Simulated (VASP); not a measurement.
Input of a VASP 6.6.1 run:

INCAR

```
SYSTEM = Al14CN16
PREC = Accurate ; ENCUT = 520
EDIFF = 1E-6 ; ISMEAR = 0
SIGMA = 0.01 ; LREAL = Auto
LASPH = .TRUE. ; NELM = 100
ALGO = Normal ; ISIF = 2
LWAVE = .FALSE. ; LCHARG = .FALSE.
GGA = PE ; NBANDS = 84
```

Contents of KPOINTS:

```
Automatic mesh
0
Gamma
  1 1 1
  0.25 0.25 0.25
```

Contents of POSCAR:

```
Al14CN16
1.0
    6.2595139128      0.0000000578      0.0000000000
   -3.1297570064      5.4208980350      0.0000000000
    0.0000000000      0.0000000000     10.0348065929
C N Al
1 16 14
Direct
    0.3823825994      0.1199386155      0.2685037601
    0.3605146670      0.1424766871      0.3979204342
    0.1335468361      0.3672938698      0.1840192285
    0.3235940051      0.1769952728      0.9390290298
    0.1621860257      0.3396772200      0.6978210234
    0.3768626355      0.7125697117      0.4393347468
    0.2134180101      0.8896618181      0.1996394099
    0.3320834333      0.6794904945      0.9388218871
    0.1688847562      0.8419035705      0.6861224325
    0.7866484691      0.1240315608      0.4386110710
    0.6113741358      0.2893782325      0.1993267911
    0.8211301763      0.1688314372      0.9391617238
    0.6602594813      0.3331513289      0.6861361497
    0.8436130978      0.6594592316      0.4386581007
    0.6735903041      0.8273343064      0.1865331071
    0.8353908626      0.6654401091      0.9488850342
    0.6718905099      0.8304681522      0.6980000285
    0.3271379955      0.1746431093      0.7478300424
    0.1566682713      0.3445712214      1.0015212876
    0.3455787301      0.6670371873      0.2539645839
    0.1739315268      0.8332621319      0.4972424283
    0.3325631498      0.6719791940      0.7470278738
    0.1766210687      0.8505470185      1.0037885897
    0.8330939836      0.1556868905      0.2535375397
    0.6692516865      0.3289657688      0.4972167384
    0.8299511945      0.1694872188      0.7473616056
    0.6501440690      0.3246216817      1.0037268766
    0.8353022548      0.6668624758      0.2526857214
    0.6820108570      0.8204790709      0.5117515357
    0.8367203926      0.6652909792      0.7552369396
    0.6658372316      0.8351821146      0.9980453028
```

Potentials or basis: VASP PAW PBE potentials, release 64 (C, N, Al).

Launch:

```bash
$ cat potpaw_PBE.64/C/POTCAR potpaw_PBE.64/N/POTCAR potpaw_PBE.64/Al/POTCAR > POTCAR
$ mpirun -np 1 vasp_std > vasp.out
```

What does it give for the pressure?

-2.2 GPa.

Predict the largest force.

0.351 eV/Å.

Predict the band gap on the k mesh.

0.23 eV.

Forces on the atoms (eV/Å):
```
C   -0.031 -0.008 -0.235
N    0.103 -0.099  0.273
N   -0.202  0.107  0.114
N    0.134 -0.066 -0.005
N   -0.184  0.105  0.033
N   -0.075 -0.164 -0.136
N   -0.288 -0.199 -0.009
N    0.166 -0.089  0.058
N   -0.144  0.045  0.033
N    0.155  0.176 -0.111
N    0.094  0.315 -0.001
N    0.183 -0.073  0.031
N   -0.130  0.105  0.033
N    0.047 -0.052  0.019
N   -0.018  0.025  0.100
N    0.215 -0.099  0.020
N   -0.124  0.064 -0.164
Al   0.066 -0.031  0.036
Al  -0.142  0.059 -0.086
Al   0.047 -0.085 -0.085
Al  -0.095  0.143 -0.006
Al   0.085 -0.137  0.044
Al  -0.095  0.053  0.029
Al   0.121  0.007 -0.117
Al  -0.188  0.026  0.013
Al   0.161 -0.009  0.041
Al  -0.087  0.051  0.022
Al   0.130 -0.069 -0.072
Al   0.099 -0.087  0.179
Al   0.144 -0.084 -0.008
Al  -0.145  0.071 -0.047
```

Caveat: the k points lie up to 1.16 Å⁻¹ apart.
